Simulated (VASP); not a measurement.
A run of VASP 6.6.1 is set up as follows.

File POSCAR:

```
MoS2
1.0
    3.1730083308      0.0000000000      0.0000000000
   -1.5865041654      2.7479058209      0.0000000000
    0.0000000000      0.0000000000     12.4354192958
Mo S
2 4
Direct
    0.6666666667      0.3333333333      0.2500159444
    0.3333333333      0.6666666667      0.7499840556
    0.3333333333      0.6666666667      0.3751200891
    0.6666666667      0.3333333333      0.8750885649
    0.3333333333      0.6666666667      0.1249114351
    0.6666666667      0.3333333333      0.6248799109
```

File INCAR.step1:

```
ALGO     = Normal         # electronic algorithm
EDIFF    = 1E-5           # SCF threshold, eV
ENCUT    = 550            # plane-wave cutoff, eV
GGA      = PE             # functional
GGA_COMPAT= False        
ISMEAR   = 0              # smearing method
LASPH    = True           # aspherical terms in the spheres
LCHARG   = False          # write CHGCAR
LREAL    = False          # projectors in reciprocal space
LWAVE    = True           # write WAVECAR
NBANDS   = 35             # bands
NELM     = 120            # most SCF steps
PREC     = Accurate       # precision mode
SIGMA    = 0.01           # smearing width, eV
```

INCAR.step2

```
ALGO     = Normal         # electronic algorithm
EDIFF    = 1E-6           # SCF threshold, eV
ENCUT    = 550            # plane-wave cutoff, eV
GGA_COMPAT= False        
ISIF     = 2              # what is computed and relaxed
ISMEAR   = 0              # smearing method
ISTART   = 1            
LASPH    = True           # aspherical terms in the spheres
LCHARG   = True           # write CHGCAR
LELF     = True           # ELF
LMIXTAU  = True         
LREAL    = False          # projectors in reciprocal space
LVHAR    = True         
LWAVE    = False          # write WAVECAR
METAGGA  = R2SCAN         # meta-GGA
NBANDS   = 35             # bands
NELM     = 120            # most SCF steps
PREC     = Accurate       # precision mode
SIGMA    = 0.01           # smearing width, eV
```

File KPOINTS:

```
k-points
0
Gamma
  12 12 2
```

Potentials or basis: VASP PAW PBE potentials, release 64 (Mo_sv, S).

The run is started by

```bash
$ cat potpaw_PBE.64/Mo_sv/POTCAR potpaw_PBE.64/S/POTCAR > POTCAR
$ cp INCAR.step1 INCAR
$ mpirun -np 1 vasp_std > vasp.out
$ cp INCAR.step2 INCAR
$ mpirun -np 1 vasp_std > vasp.out
```

(1) Predict the band gap on the k mesh.

(2) Predict the largest force.

(3) Estimate the pressure.

Answers

(1) 1.05 eV, indirect (least direct gap 1.75 eV).

(2) 0.051 eV/Å.

(3) 1.2 GPa.

Caveat: the PAW data sets were made with another functional, which shifts forces and pressure a little.
